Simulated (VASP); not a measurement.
# KCl (P6_3/mmc) in VASP: single point with r2SCAN

Aim: the single point of KCl with r2SCAN.

Program: VASP 6.6.1. These are calculated values, not measurements. Logs are shortened: lines on timing, memory, paths and dates and some standing lists are left out, and cuts for length are marked.

### Step 1. The cell of the first run

The structure is hexagonal, space group P6_3/mmc (No. 194). Conventional cell: a = 5.448 Å, b = 5.448 Å, c = 6.361 Å, α = 90.00°, β = 90.00°, γ = 120.00°. K (site symmetry -6m2) has 5 Cl at 3.15 to 3.18 Å within 4.1 Å. Within 4.1 Å of Cl (site symmetry -6m2) lie 5 K at 3.15 to 3.18 Å.

### Step 2. Single point, r2SCAN (40.89 Å³/atom)

Contents of POSCAR:

```
KCl
1.0
    5.4484767102      0.0000000000      0.0000000000
   -2.7242383551      4.7185192429      0.0000000000
    0.0000000000      0.0000000000      6.3614187396
K Cl
2 2
Direct
    0.3333333333      0.6666666667      0.2500000000
    0.6666666667      0.3333333333      0.7500000000
    0.6666666667      0.3333333333      0.2500000000
    0.3333333333      0.6666666667      0.7500000000
```

Contents of INCAR.step1:

```
SYSTEM = KCl
ALGO = Normal
EDIFF = 1E-4
ENCUT = 520
GGA = PE
ISMEAR = 0
LASPH = .True.
LCHARG = .False.
LREAL = .False.
LWAVE = .True.
NBANDS = 24
NELM = 80
PREC = Accurate
SIGMA = 0.01
```

Contents of INCAR.step2:

```
SYSTEM = KCl
ALGO = Normal
EDIFF = 1E-7
ENCUT = 520
ISIF = 2
ISMEAR = 0
ISTART = 1
LASPH = .True.
LCHARG = .True.
LELF = .True.
LMIXTAU = .True.
LREAL = .False.
LVHAR = .True.
LWAVE = .False.
METAGGA = R2SCAN
NBANDS = 24
NELM = 80
PREC = Accurate
SIGMA = 0.01
```

Contents of KPOINTS:

```
k-points
0
Gamma
  6 6 4
  0 0 0
```

Potentials or basis: VASP PAW PBE potentials, release 64 (K_sv, Cl).

Started as:

```
$ cat potpaw_PBE.64/K_sv/POTCAR potpaw_PBE.64/Cl/POTCAR > POTCAR
$ cp INCAR.step1 INCAR
$ mpirun -np 1 vasp_std > vasp.out
$ cp INCAR.step2 INCAR
$ mpirun -np 1 vasp_std > vasp.out
```

OUTCAR:

```text
SYSTEM = KCl
   EDIFF = 1E-7
   ENCUT = 520
   ISIF = 2
   ISMEAR = 0
   ISTART = 1
   LASPH = .True.
   LREAL = .False.
   METAGGA = R2SCAN
   NELM = 80
   PREC = Accurate

 ion  position               nearest neighbor table
   1  0.333  0.667  0.250-   3 3.15   3 3.15   3 3.15   4 3.18   4 3.18
   2  0.667  0.333  0.750-   4 3.15   4 3.15   4 3.15   3 3.18   3 3.18
   3  0.667  0.333  0.250-   1 3.15   1 3.15   1 3.15   2 3.18   2 3.18
   4  0.333  0.667  0.750-   2 3.15   2 3.15   2 3.15   1 3.18   1 3.18

  LATTYP: Found a hexagonal cell.
 ALAT       =     5.4484767102
 C/A-ratio  =     1.1675591322

  Lattice vectors:

 A1 = (   5.4484767102,   0.0000000000,   0.0000000000)
 A2 = (  -2.7242383551,   4.7185192429,   0.0000000000)
 A3 = (   0.0000000000,   0.0000000000,   6.3614187396)

Analysis of symmetry for initial positions (statically):
=====================================================================
 Subroutine PRICEL returns:
 Original cell was already a primitive cell.

 Routine SETGRP: Setting up the symmetry group for a
 hexagonal supercell.

 Subroutine GETGRP returns: Found 24 space group operations
 (whereof 12 operations were pure point group operations)
 out of a pool of 24 trial point group operations.

The static configuration has the point symmetry D_3d.
 The point group associated with its full space group is D_6h.

Analysis of symmetry for dynamics (positions and initial velocities):
=====================================================================
 Subroutine PRICEL returns:
 Original cell was already a primitive cell.

 Routine SETGRP: Setting up the symmetry group for a
 hexagonal supercell.

 Subroutine GETGRP returns: Found 24 space group operations
 (whereof 12 operations were pure point group operations)
 out of a pool of 24 trial point group operations.

The dynamic configuration has the point symmetry D_3d.
 The point group associated with its full space group is D_6h.

 Subroutine INISYM returns: Found 24 space group operations
 (whereof 12 operations are pure point group operations),
 and found     1 'primitive' translations

----------------------------------------------------------------------------------------

                                     Primitive cell

[... 86 lines left out ...]
   LSORBIT =      F    spin-orbit coupling
   LASPH  =      T    aspherical Exc in radial PAW
   ENCUT  =  520.0 eV  38.22 Ry    6.18 a.u.  10.13 10.13 11.83*2*pi/ulx,y,z
   NELM   =     80;   NELMIN=  2; NELMDL=  0     # of ELM steps
   EDIFF  = 0.1E-06   stopping-criterion for ELM
   LREAL  =      F    real-space projection
   EDIFFG = 0.1E-05   stopping-criterion for IOM
   NSW    =      0    number of steps for IOM
   IBRION =     -1    ionic relax: 0-MD 1-quasi-New 2-CG
   NFREE  =      0    steps in history (QN), initial steepest desc. (CG)
   ISIF   =      2    stress and relaxation
   ISYM   =      2    0-nonsym 1-usesym 2-fastsym
   POTIM  = 0.5000    time-step for ionic-motion
   TEBEG  =    0.0;   TEEND  =   0.0 temperature during run
   PSTRESS=    0.0 pullay stress
   NELECT =      32.0000    total number of electrons
   NUPDOWN=      -1.0000    fix difference up-down
   EMIN   =  10.00;   EMAX   =-10.00  energy-range for DOS
   EFERMI =   0.00;   METHOD = LEGACY
   ISMEAR =     0;   SIGMA  =   0.01  broadening in eV -4-tet -1-fermi 0-gaus
   EFERMI_NEDOS =   21; number of points for ismear=-14 and -15
   IALGO  =     38    algorithm
   IMIX   =      4    mixing-type and parameters
     AMIX     =   0.40;   BMIX     =  1.00
     AMIX_MAG =   1.60;   BMIX_MAG =  1.00
  volume/ion in A,a.u.               =      40.89       275.91
  Fermi-wavevector in a.u.,A,eV,Ry     =   0.950415  1.796024 12.289985  0.903288
  Thomas-Fermi vector in A             =   2.078789
   LORBIT       =      0    0 simple, 1 ext, 2 COOP (PROOUT), +10 PAW based schemes
   METAGGA = R2SCAN    functional components
   LHFCALC =     F    Hartree Fock is set to
   AEXX    =    0.0000 exact exchange contribution
   IVDW    =     0    specifies the selected vdW correction
   LEPSILON=     F    determine dielectric tensor
   LRPA    =     F    only Hartree local field effects (RPA)
 non-spin polarized calculation
 Gauss-broadening in eV      SIGMA  =   0.01
  energy-cutoff  :      520.00
  volume of cell :      163.54
 maximum number of plane-waves:      4445
 NGX is ok and might be reduce to    42
   NGX = 21   NGY = 21   NGZ = 23

 number of electron      31.9999996 magnetization

 Free energy of the ion-electron system (eV)
  ---------------------------------------------------
  ext. energy  EPLUGINS =         0.00000000
  ---------------------------------------------------
  free energy    TOTEN  =       -32.72532443 eV

  energy without entropy =      -32.72532443  energy(sigma->0) =      -32.72532443

 E-fermi :  -3.1343     XC(G=0):  -6.5956

 val. band max:       -3.2106180758   @ k =   0.0000   0.0000   0.0000
 cond. band min:       2.0495453047   @ k =   0.0000   0.0000   0.0000
 fundamental gap:      5.2601633805
 Fermi energy:        -3.1343469618

 k-point     1 :       0.0000    0.0000    0.0000
  band No.  band energies     occupation
      1     -31.7830      2.00000
      2     -31.7741      2.00000
      3     -15.7652      2.00000
      4     -15.6899      2.00000
      5     -14.5557      2.00000
      6     -14.5348      2.00000
[... 556 lines left out ...]
     23       6.6099      0.00000
     24       6.6099      0.00000

------------------------ aborting loop because EDIFF is reached ----------------------------------------

  FORCE on cell =-STRESS in cart. coord.  units (eV):
  Direction    XX          YY          ZZ          XY          YZ          ZX
  --------------------------------------------------------------------------------------
  -------------------------------------------------------------------------------------
  Total       -0.7111508     -0.7111508     -0.8687776      0.0000000     -0.0000000      0.0000000
  in kB       -6.9668667     -6.9668667     -8.5110741      0.0000000     -0.0000000      0.0000000
  external PRESSURE =      -7.4816025 kB  Pullay stress =       0.0000000 kB

 VOLUME and BASIS-vectors are now :
 -----------------------------------------------------------------------------
  energy-cutoff  :      520.00
  volume of cell :      163.54
      direct lattice vectors                 reciprocal lattice vectors
     5.448476710  0.000000000  0.000000000     0.183537538  0.105965447  0.000000000
    -2.724238355  4.718519243  0.000000000     0.000000000  0.211930894  0.000000000
     0.000000000  0.000000000  6.361418740     0.000000000  0.000000000  0.157197638

 POSITION                                       TOTAL-FORCE (eV/Angst)
 -----------------------------------------------------------------------------------
     -0.00000      3.14568      1.59035         0.000000     -0.000000      0.000000
      2.72424      1.57284      4.77106        -0.000000      0.000000      0.000000
      2.72424      1.57284      1.59035        -0.000000      0.000000     -0.000000
     -0.00000      3.14568      4.77106         0.000000     -0.000000     -0.000000
 -----------------------------------------------------------------------------------
    total drift:                               -0.000000      0.000000     -0.000000

  FREE ENERGIE OF THE ION-ELECTRON SYSTEM (eV)
  ---------------------------------------------------
  free  energy   TOTEN  =       -32.7253244306 eV

  energy  without entropy=      -32.7253244306  energy(sigma->0) =      -32.72532443
```

It took 5.1 min on 1 thread of Oxide Virtual Turin-like, shared host; peak memory 0.31 GiB.

Results:

```yaml
Free_energy: -32.7253 eV
Pressure: -0.7 GPa
Band_gap_on_the_k_mesh: 5.26 eV
```

Stress tensor (GPa, compression positive):
```
-0.70  0.00  0.00
 0.00 -0.70  0.00
 0.00  0.00 -0.85
```

Caveat: the PAW data sets were made with another functional, which shifts forces and pressure a little. A k mesh can miss the band edges.
